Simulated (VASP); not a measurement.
**Se: single point with PBE**

Se:

```
Se
1.0
     4.35517    0.00000    0.00000
    -2.17759    3.77169    0.00000
     0.00000    0.00000    4.94945
Se
3
Direct
  0.21700 0.00000 0.16667
  0.00000 0.21700 0.83333
  0.78300 0.78300 0.50000
```

```json
{
  "Program": "VASP 6.6.1",
  "Task": "single point",
  "Functional": "PBE",
  "Potentials or basis": "VASP PAW PBE potentials, release 64 (Se)",
  "Cutoff": "500 eV",
  "k mesh": "2 × 2 × 2",
  "Occupations": "gaussian, width 0.01 eV",
  "Spin": "no spin polarisation"
}
```

| Quantity | Value |
| --- | --- |
| Pressure | 5.8 GPa |
| Largest force | 1.247 eV/Å |
| Band gap on the k mesh | 1.25 eV, indirect (least direct gap 1.51 eV) |

Forces in eV/Å, atoms in the order of the input:
```
Se   1.247  0.000  0.000
Se  -0.624  1.080  0.000
Se  -0.624 -1.080  0.000
```

Stress tensor (GPa, compression positive):
```
5.59 0.00 0.00
0.00 5.59 0.00
0.00 0.00 6.15
```

Levels at points of the mesh, in eV from the valence-band top:
| k point | band 5 | band 6 | band 7 | band 8 | band 9 | band 10 | band 11 | band 12 | band 13 | band 14 |
| --- | --- | --- | --- | --- | --- | --- | --- | --- | --- | --- |
| (0.00, 0.00, 0.00) | -4.01 | -3.82 | -2.20 | -2.20 | -0.41 | 2.03 | 2.03 | 2.44 | 6.00 | 6.38 |
| (0.50, 0.00, 0.00) | -4.86 | -3.47 | -2.97 | -1.98 | -1.07 | 2.06 | 2.60 | 4.31 | 5.37 | 7.57 |
| (0.00, 0.00, 0.50) | -3.52 | -3.52 | -1.58 | -1.58 | -1.23 | 1.25 | 1.42 | 1.42 | 6.10 | 7.37 |
| (0.50, 0.00, 0.50) | -4.61 | -4.38 | -1.87 | -1.44 | 0.00 | 1.51 | 2.80 | 3.15 | 6.20 | 7.85 |

Wall time 9 s on 1 thread of Intel Xeon 8259CL, with other jobs on the host, peak memory 0.17 GiB.

Caveat: the k points lie up to 0.83 Å⁻¹ apart; forces of over 1 eV/Å act on the atoms, so gaps and moduli don't describe the material at rest. A k mesh can miss the band edges.
